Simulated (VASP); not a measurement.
# BiO4 (I-43m) in VASP: a series of runs

BiO4 is run at these levels: PBE; tasks: single point, relaxation of cell and atoms.

Everything below comes from runs of VASP 6.6.1. Logs are shortened: lines on timing, memory, paths and dates and some standing lists are left out, and cuts for length are marked.

## (1) The cell of the first run

Symmetry: I-43m, No. 217, cubic system. Conventional cell: a = 5.532 Å, b = 5.532 Å, c = 5.532 Å, α = 90.00°, β = 90.00°, γ = 90.00°. Within 2.2 Å of Bi (site symmetry -43m) lie 4 O at 1.67 Å. O (site symmetry 3m) has 1 Bi at 1.67 Å within 2.2 Å.

## (2) Single point, PBE

Input file INCAR:

```
ALGO = Normal
EDIFF = 1E-7
ENCUT = 520
GGA = PE
ISIF = 2
ISMEAR = 0
LASPH = T
LCHARG = F
LREAL = F
LWAVE = F
NBANDS = 28
NELM = 60
PREC = Accurate
SIGMA = 0.1
```

Input file KPOINTS:

```
k-points
0
Gamma
  4 4 4
```

Input file POSCAR:

```
BiO4
1.0
   -2.7658471800      2.7658471800      2.7658471800
    2.7658471800     -2.7658471800      2.7658471800
    2.7658471800      2.7658471800     -2.7658471800
Bi O
1 4
Direct
    0.0000000000      0.0000000000      0.0000000000
    0.3495999900      0.3495999900      0.3495999900
    0.6504000100      0.0000000000      0.0000000000
    0.0000000000      0.0000000000      0.6504000100
    0.0000000000      0.6504000100      0.0000000000
```

Potentials or basis: VASP PAW PBE potentials, release 64 (Bi_d, O).

Run with:

```sh
cat potpaw_PBE.64/Bi_d/POTCAR potpaw_PBE.64/O/POTCAR > POTCAR
mpirun -np 1 vasp_std > vasp.out
```

OUTCAR:

```text
EDIFF = 1E-7
   ENCUT = 520
   GGA = PE
   ISIF = 2
   ISMEAR = 0
   LASPH = T
   LREAL = F
   NELM = 60
   PREC = Accurate

 ion  position               nearest neighbor table
   1  0.000  0.000  0.000-   2 1.67   3 1.67   4 1.67   5 1.67
   2  0.350  0.350  0.350-   1 1.67
   3  0.650  0.000  0.000-   1 1.67
   4  0.000  0.000  0.650-   1 1.67
   5  0.000  0.650  0.000-   1 1.67

  LATTYP: Found a body centered cubic cell.
 ALAT       =     5.5316943600

  Lattice vectors:

 A1 = (  -2.7658471800,   2.7658471800,   2.7658471800)
 A2 = (   2.7658471800,  -2.7658471800,   2.7658471800)
 A3 = (   2.7658471800,   2.7658471800,  -2.7658471800)

Analysis of symmetry for initial positions (statically):
=====================================================================
 Subroutine PRICEL returns:
 Original cell was already a primitive cell.

 Routine SETGRP: Setting up the symmetry group for a
 body centered cubic supercell.

 Subroutine GETGRP returns: Found 24 space group operations
 (whereof 24 operations were pure point group operations)
 out of a pool of 48 trial point group operations.

The static configuration has the point symmetry T_d .

Analysis of symmetry for dynamics (positions and initial velocities):
=====================================================================
 Subroutine PRICEL returns:
 Original cell was already a primitive cell.

 Routine SETGRP: Setting up the symmetry group for a
 body centered cubic supercell.

 Subroutine GETGRP returns: Found 24 space group operations
 (whereof 24 operations were pure point group operations)
 out of a pool of 48 trial point group operations.

The dynamic configuration has the point symmetry T_d .

 Subroutine INISYM returns: Found 24 space group operations
 (whereof 24 operations are pure point group operations),
 and found     1 'primitive' translations

----------------------------------------------------------------------------------------

                                     Primitive cell

  volume of cell :      84.6339

  direct lattice vectors                    reciprocal lattice vectors
    -2.765847180  2.765847180  2.765847180     0.000000000  0.180776438  0.180776438
     2.765847180 -2.765847180  2.765847180     0.180776438  0.000000000  0.180776438
     2.765847180  2.765847180 -2.765847180     0.180776438  0.180776438  0.000000000

  length of vectors
     4.790587842  4.790587842  4.790587842     0.255656490  0.255656490  0.255656490

  position of ions in fractional coordinates (direct lattice)
     0.000000000  0.000000000  0.000000000
     0.349599990  0.349599990  0.349599990
     0.650400010  0.000000000  0.000000000
     0.000000000  0.000000000  0.650400010
     0.000000000  0.650400010  0.000000000

  ion indices of the primitive-cell ions
   primitive index   ion index
                 1           1
                 2           2
                 3           3
                 4           4
                 5           5

----------------------------------------------------------------------------------------

 KPOINTS: k-points

Automatic generation of k-mesh.
 Grid dimensions read from file:
 generate k-points for:    4    4    4

 Generating k-lattice:

  Cartesian coordinates                     Fractional coordinates (reciprocal lattice)
     0.000000000  0.045194109  0.045194109     0.250000000  0.000000000  0.000000000
     0.045194109  0.000000000  0.045194109     0.000000000  0.250000000  0.000000000
     0.045194109  0.045194109  0.000000000     0.000000000  0.000000000  0.250000000

  Length of vectors
     0.063914122  0.063914122  0.063914122

  Shift w.r.t. Gamma in fractional coordinates (k-lattice)
     0.000000000  0.000000000  0.000000000

 Subroutine IBZKPT returns following result:
 ===========================================

 Found      8 irreducible k-points:

 Following reciprocal coordinates:
            Coordinates               Weight
  0.000000  0.000000  0.000000      1.000000
  0.250000  0.000000  0.000000     12.000000
  0.500000  0.000000  0.000000      6.000000
  0.250000  0.250000  0.000000     24.000000
  0.250000  0.250000  0.250000      2.000000
 -0.250000  0.250000  0.250000      6.000000
  0.500000  0.500000  0.250000     12.000000
  0.500000  0.500000  0.500000      1.000000
   k-points           NKPTS =      8   k-points in BZ     NKDIM =      8   number of bands    NBANDS=     28
   number of dos      NEDOS =    301   number of ions     NIONS =      5
   total plane-waves  NPLWV =  46656
   dimension x,y,z NGX =    36 NGY =   36 NGZ =   36
   dimension x,y,z NGXF=    72 NGYF=   72 NGZF=   72
   ions per type =               1   4
   NGX,Y,Z   is equivalent  to a cutoff of  12.49, 12.49, 12.49 a.u.
   NGXF,Y,Z  is equivalent  to a cutoff of  24.99, 24.99, 24.99 a.u.
 SYSTEM =  unknown system
   PREC   = accura    normal or accurate (medium, high low for compatibility)
   ISTART =      0    job   : 0-new  1-cont  2-samecut
   ICHARG =      2    charge: 1-file 2-atom 10-const
   ISPIN  =      1    spin polarized calculation?
   LNONCOLLINEAR =      F non collinear calculations
   LSORBIT =      F    spin-orbit coupling
   LASPH  =      T    aspherical Exc in radial PAW
   ENCUT  =  520.0 eV  38.22 Ry    6.18 a.u.   8.91  8.91  8.91*2*pi/ulx,y,z
   NELM   =     60;   NELMIN=  2; NELMDL= -5     # of ELM steps
   EDIFF  = 0.1E-06   stopping-criterion for ELM
   LREAL  =      F    real-space projection
   EDIFFG = 0.1E-05   stopping-criterion for IOM
   NSW    =      0    number of steps for IOM
   IBRION =     -1    ionic relax: 0-MD 1-quasi-New 2-CG
   NFREE  =      0    steps in history (QN), initial steepest desc. (CG)
   ISIF   =      2    stress and relaxation
   ISYM   =      2    0-nonsym 1-usesym 2-fastsym
   POTIM  = 0.5000    time-step for ionic-motion
   TEBEG  =    0.0;   TEEND  =   0.0 temperature during run
   PSTRESS=    0.0 pullay stress
   NELECT =      39.0000    total number of electrons
   NUPDOWN=      -1.0000    fix difference up-down
   EMIN   =  10.00;   EMAX   =-10.00  energy-range for DOS
   EFERMI =   0.00;   METHOD = LEGACY
   ISMEAR =     0;   SIGMA  =   0.10  broadening in eV -4-tet -1-fermi 0-gaus
   EFERMI_NEDOS =   21; number of points for ismear=-14 and -15
   IALGO  =     38    algorithm
   IMIX   =      4    mixing-type and parameters
     AMIX     =   0.40;   BMIX     =  1.00
     AMIX_MAG =   1.60;   BMIX_MAG =  1.00
  volume/ion in A,a.u.               =      16.93       114.23
  Fermi-wavevector in a.u.,A,eV,Ry     =   1.264488  2.389537 21.754776  1.598931
  Thomas-Fermi vector in A             =   2.397791
   LORBIT       =      0    0 simple, 1 ext, 2 COOP (PROOUT), +10 PAW based schemes
   GGA     = PE    functional components
   LHFCALC =     F    Hartree Fock is set to
   AEXX    =    0.0000 exact exchange contribution
   IVDW    =     0    specifies the selected vdW correction
   LEPSILON=     F    determine dielectric tensor
   LRPA    =     F    only Hartree local field effects (RPA)
 non-spin polarized calculation
 Gauss-broadening in eV      SIGMA  =   0.10
  energy-cutoff  :      520.00
  volume of cell :       84.63
 maximum number of plane-waves:      2316
   NGX = 17   NGY = 17   NGZ = 17

 number of electron      39.0000020 magnetization

 Free energy of the ion-electron system (eV)
  ---------------------------------------------------
  ext. energy  EPLUGINS =         0.00000000
  ---------------------------------------------------
  free energy    TOTEN  =       -10.89984090 eV

  energy without entropy =      -10.84805193  energy(sigma->0) =      -10.87394641

 E-fermi :  -0.7412     XC(G=0):  -8.5319

 val. band max:       -0.7659161659   @ k =   0.5000   0.5000   0.2500
 cond. band min:      -0.7240633045   @ k =   0.5000   0.0000   0.0000
 fundamental gap:      0.0418528614
 Fermi energy:        -0.7411550617

 k-point     1 :       0.0000    0.0000    0.0000
  band No.  band energies     occupation
      1     -24.2689      2.00000
      2     -24.2689      2.00000
      3     -24.2689      2.00000
      4     -22.0581      2.00000
      5     -22.0581      2.00000
      6     -21.0131      2.00000
[... 20 lines left out ...]
     27      13.0654      0.00000
     28      13.0654      0.00000

 k-point     2 :       0.2500    0.0000    0.0000
  band No.  band energies     occupation
      1     -24.2701      2.00000
      2     -24.2645      2.00000
      3     -24.2589      2.00000
      4     -22.0597      2.00000
      5     -22.0594      2.00000
      6     -20.9251      2.00000
[... 20 lines left out ...]
     27      12.6307      0.00000
     28      13.3319      0.00000

 k-point     3 :       0.5000    0.0000    0.0000
  band No.  band energies     occupation
      1     -24.2713      2.00000
      2     -24.2603      2.00000
      3     -24.2486      2.00000
      4     -22.0612      2.00000
      5     -22.0606      2.00000
      6     -20.8310      2.00000
[... 20 lines left out ...]
     27      12.2232      0.00000
     28      13.3940      0.00000

 k-point     4 :       0.2500    0.2500    0.0000
  band No.  band energies     occupation
      1     -24.2681      2.00000
      2     -24.2600      2.00000
      3     -24.2520      2.00000
      4     -22.0610      2.00000
      5     -22.0607      2.00000
      6     -20.8321      2.00000
[... 20 lines left out ...]
     27      12.6318      0.00000
     28      13.1093      0.00000

 k-point     5 :       0.2500    0.2500    0.2500
  band No.  band energies     occupation
      1     -24.2604      2.00000
      2     -24.2604      2.00000
      3     -24.2604      2.00000
      4     -22.0606      2.00000
      5     -22.0606      2.00000
      6     -20.8261      2.00000
[... 20 lines left out ...]
     27      12.8930      0.00000
     28      12.8930      0.00000

 k-point     6 :      -0.2500    0.2500    0.2500
  band No.  band energies     occupation
      1     -24.2598      2.00000
      2     -24.2596      2.00000
      3     -24.2596      2.00000
      4     -22.0615      2.00000
      5     -22.0609      2.00000
      6     -20.8407      2.00000
[... 20 lines left out ...]
     27      12.1485      0.00000
     28      13.0189      0.00000

 k-point     7 :       0.5000    0.5000    0.2500
  band No.  band energies     occupation
      1     -24.2606      2.00000
      2     -24.2549      2.00000
      3     -24.2491      2.00000
      4     -22.0630      2.00000
      5     -22.0627      2.00000
      6     -20.7511      2.00000
[... 20 lines left out ...]
     27      12.0647      0.00000
     28      12.8273      0.00000

 k-point     8 :       0.5000    0.5000    0.5000
  band No.  band energies     occupation
      1     -24.2496      2.00000
      2     -24.2496      2.00000
      3     -24.2496      2.00000
      4     -22.0649      2.00000
      5     -22.0649      2.00000
      6     -20.6658      2.00000
[... 20 lines left out ...]
     27      11.5242      0.00000
     28      13.5943      0.00000

------------------------ aborting loop because EDIFF is reached ----------------------------------------

  FORCE on cell =-STRESS in cart. coord.  units (eV):
  Direction    XX          YY          ZZ          XY          YZ          ZX
  --------------------------------------------------------------------------------------
  -------------------------------------------------------------------------------------
  Total       33.7120470     33.7120470     33.7120470      0.0000000      0.0000000     -0.0000000
  in kB      638.1917316    638.1917316    638.1917316      0.0000000      0.0000000     -0.0000000
  external PRESSURE =     638.1917316 kB  Pullay stress =       0.0000000 kB

 VOLUME and BASIS-vectors are now :
 -----------------------------------------------------------------------------
  energy-cutoff  :      520.00
  volume of cell :       84.63
      direct lattice vectors                 reciprocal lattice vectors
    -2.765847180  2.765847180  2.765847180     0.000000000  0.180776438  0.180776438
     2.765847180 -2.765847180  2.765847180     0.180776438  0.000000000  0.180776438
     2.765847180  2.765847180 -2.765847180     0.180776438  0.180776438  0.000000000

 POSITION                                       TOTAL-FORCE (eV/Angst)
 -----------------------------------------------------------------------------------
      0.00000      0.00000      0.00000         0.000000      0.000000     -0.000000
      0.96694      0.96694      0.96694         9.070142      9.070142      9.070142
     -1.79891      1.79891      1.79891         9.070142     -9.070142     -9.070142
      1.79891      1.79891     -1.79891        -9.070142     -9.070142      9.070142
      1.79891     -1.79891      1.79891        -9.070142      9.070142     -9.070142
 -----------------------------------------------------------------------------------
    total drift:                                0.000000      0.000000     -0.000000

  FREE ENERGIE OF THE ION-ELECTRON SYSTEM (eV)
  ---------------------------------------------------
  free  energy   TOTEN  =       -10.8998408964 eV

  energy  without entropy=      -10.8480519263  energy(sigma->0) =      -10.87394641
```

Wall time 12 s (1 thread of Intel Xeon Platinum 8488C (Sapphire Rapids), shared host); peak memory 0.2 GiB.

Results:

```
Free energy   : -10.8998 eV
Pressure      : 63.8 GPa
Largest force : 15.710 eV/Å
```

Forces in eV/Å, atoms in the order of the input:
```
Bi   0.000  0.000  0.000
O    9.070  9.070  9.070
O    9.070 -9.070 -9.070
O   -9.070 -9.070  9.070
O   -9.070  9.070 -9.070
```

Levels at points of the mesh, in eV from the Fermi level:
| k point | band 15 | band 16 | band 17 | band 18 | band 19 | band 20 | band 21 | band 22 | band 23 | band 24 |
| --- | --- | --- | --- | --- | --- | --- | --- | --- | --- | --- |
| (0.00, 0.00, 0.00) | -1.21 | -1.21 | -0.06 | -0.06 | 0.33 | 0.33 | 0.33 | 4.61 | 10.92 | 13.33 |
| (0.50, 0.00, 0.00) | -0.84 | -0.74 | -0.71 | -0.51 | -0.36 | 0.02 | 0.30 | 6.45 | 10.29 | 11.39 |
| (0.50, 0.50, 0.50) | -1.49 | -0.49 | -0.49 | -0.49 | -0.26 | -0.26 | -0.26 | 7.80 | 10.93 | 10.93 |

Caveat: the k points lie up to 0.40 Å⁻¹ apart; spin-orbit coupling is left out, which moves the levels of the heavy elements; an odd number of electrons without spin polarisation forces a metal; a magnetic or distorted state may lie lower.

(Part 1 of 2 ends here.)
